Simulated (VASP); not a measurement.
Crystal: W.

```
CELL_PARAMETERS angstrom
5.08300 0.00000 0.00000
0.00000 5.08300 0.00000
0.00000 0.00000 5.08300
ATOMIC_POSITIONS crystal
W 0.00000 0.00000 0.00000
W 0.50000 0.50000 0.50000
W 0.00000 0.50000 0.25000
W 0.00000 0.50000 0.75000
W 0.25000 0.00000 0.50000
W 0.75000 0.00000 0.50000
W 0.50000 0.75000 0.00000
W 0.50000 0.25000 0.00000
```

```yaml
Program: VASP 6.6.1
Task: relaxation of cell and atoms
Functional: PBEsol
Potentials_or_basis: VASP PAW PBE potentials, release 64 (W_sv)
Cutoff: 500 eV
k_mesh: 6 × 6 × 6
Occupations: fermi-dirac, width 0.1 eV
Spin: no spin polarisation
```

At the start: pressure -8.2 GPa; volume 16.42 Å³/atom.

Problem. Where does the relaxation end?

Solution. Over 4 steps the energy falls by 11.7 meV/atom and the volume is 15.97 Å³/atom (-2.7 %); space group Pm-3n (No. 223, to 0.1 Å) before and after.

Step by step:
```tsv
step	energy change (eV)	largest force (eV/Å)	pressure (GPa)	volume (Å³)
1	0.0000	0.0000	-8.25	131.33
2	1.2010	0.0000	38.03	115.92
3	-0.0934	0.0000	-0.38	127.93
4	-0.0936	0.0000	-0.04	127.79
```

Final structure:
```cif
data_structure
_symmetry_space_group_name_H-M 'P 1'
_symmetry_Int_Tables_number 1
_cell_length_a 5.0370
_cell_length_b 5.0370
_cell_length_c 5.0370
_cell_angle_alpha 90.000
_cell_angle_beta 90.000
_cell_angle_gamma 90.000
_cell_volume 127.79
loop_
_atom_site_label
_atom_site_type_symbol
_atom_site_fract_x
_atom_site_fract_y
_atom_site_fract_z
_atom_site_occupancy
W1 W 0.00000 0.00000 0.00000 1
W2 W 0.50000 0.50000 0.50000 1
W3 W 0.00000 0.50000 0.25000 1
W4 W 0.00000 0.50000 0.75000 1
W5 W 0.25000 0.00000 0.50000 1
W6 W 0.75000 0.00000 0.50000 1
W7 W 0.50000 0.75000 0.00000 1
W8 W 0.50000 0.25000 0.00000 1
```

Caveat: the PAW data sets were made with another functional, which shifts forces and pressure a little.
